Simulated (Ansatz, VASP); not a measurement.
# KCl in VASP and in Ansatz

File INCAR:

```
PREC = Accurate
ENCUT = 520
EDIFF = 1E-7
ISMEAR = -1
SIGMA = 0.02
LREAL = F
LASPH = T
NELM = 60
ALGO = Normal
ISIF = 2
LWAVE = F
LCHARG = T
GGA = PE
LELF = T
LVHAR = T
NBANDS = 24
```

KPOINTS

```
Automatic mesh
0
Gamma
  12 12 4
```

The input POSCAR:

```
KCl
1.0
    4.1282830175      0.0000000000      0.0000000000
   -2.0641415088      3.5751979671      0.0000000000
    0.0000000000      0.0000000000      7.2633384685
K Cl
2 2
Direct
    0.0000000000      0.0000000000      0.0000000000
    0.0000000000      0.0000000000      0.5000000000
    0.3333333333      0.6666666667      0.2500000000
    0.6666666667      0.3333333333      0.7500000000
```

Input for Ansatz:

```yaml
crystal:
  lattice:
    - [4.1282830175, 0.0, 0.0]
    - [-2.0641415088, 3.5751979671, 0.0]
    - [0.0, 0.0, 7.2633384685]
  atoms:
    - { symbol: K, position: [0.0, 0.0, 0.0] }
    - { symbol: K, position: [0.0, 0.0, 0.5] }
    - { symbol: Cl, position: [0.3333333333, 0.6666666667, 0.25] }
    - { symbol: Cl, position: [0.6666666667, 0.3333333333, 0.75] }
kpoints:
  mp_grid: { grid: [12, 12, 4] }
  band_path:
    path:
      - [0.0, 0.0, 0.0]
      - [0.5, 0.0, 0.0]
      - [0.3333333333, 0.3333333333, 0.0]
      - [0.0, 0.0, 0.5]
      - [0.5, 0.0, 0.5]
      - [0.3333333333, 0.3333333333, 0.5]
    npoints: 1
hamiltonian:
  xc: pbe
scf:
  occupations: { method: fermi_dirac, width: 0.02 }
  n_extra_bands: 5
output:
  forces: true
  stress: true
  eigenvalues: true
```

Change from the starting cell: hydrostatic strain -4.9%.

Alike in both runs: task single point; functional PBE; k mesh 12 × 12 × 4; occupations fermi-dirac, width 0.02 eV; no spin polarisation.

|  | VASP | Ansatz |
| --- | --- | --- |
| version | VASP 6.6.1 | Ansatz 0.2.0 |
| potentials or method | VASP PAW PBE potentials, release 64 (K_sv, Cl) | plane waves, PAW |
| plane-wave cutoff (eV) | 520 | 420 |
| valence electrons in the cell | 32 | 32 |

Ansatz gave:

| Item | Value |
| --- | --- |
| gap on the k mesh at the Fermi level (eV) | 5.68 |
| pressure (GPa) | 5.0 |
| traceless stress, the component that is largest in VASP (GPa) | 0.38 |

Q: Which values does VASP return?

A: gap on the k mesh at the Fermi level (eV): 5.67; pressure (GPa): 5.1; traceless stress, the component that is largest in VASP (GPa): 0.40.
